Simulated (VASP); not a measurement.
Input of a VASP 6.6.1 run:

INCAR

```
SYSTEM = Pb
PREC = Accurate ; ENCUT = 520
EDIFF = 1E-6 ; ISMEAR = 0
SIGMA = 0.15 ; LREAL = .FALSE.
LASPH = .TRUE. ; NELM = 60
ALGO = Normal ; ISIF = 2
LWAVE = .FALSE. ; LCHARG = .TRUE.
GGA = PE ; LELF = .TRUE.
LVHAR = .TRUE. ; NBANDS = 13
```

The input KPOINTS:

```
regular mesh
0
G
  16 16 16
  0 0 0
```

POSCAR

```
Pb
1.0
    0.0000000000      2.4698000000      2.4080550000
    2.4698000000      0.0000000000      2.4080550000
    2.4698000000      2.4698000000      0.0000000000
Pb
1
Direct
    0.0000000000      0.0000000000      0.0000000000
```

Potentials or basis: VASP PAW PBE potentials, release 64 (Pb_d).

The run is started by

```sh
$ cat potpaw_PBE.64/Pb_d/POTCAR > POTCAR
$ mpirun -np 1 vasp_std > vasp.out
```

Task: Estimate the band gap on the k mesh.

Result: Zero (band 7 reaches 15.28 eV, above the bottom of band 8 at 5.84 eV).

Task: Estimate the pressure.

Result: 4.0 GPa.

Stress tensor (GPa, compression positive):
```
3.85 0.00 0.00
0.00 3.85 0.00
0.00 0.00 4.41
```

Caveat: the cell differs from its parent crystal (strain +0.000 along x and y, -0.025 along z); spin-orbit coupling is left out, which moves the levels of the heavy elements.
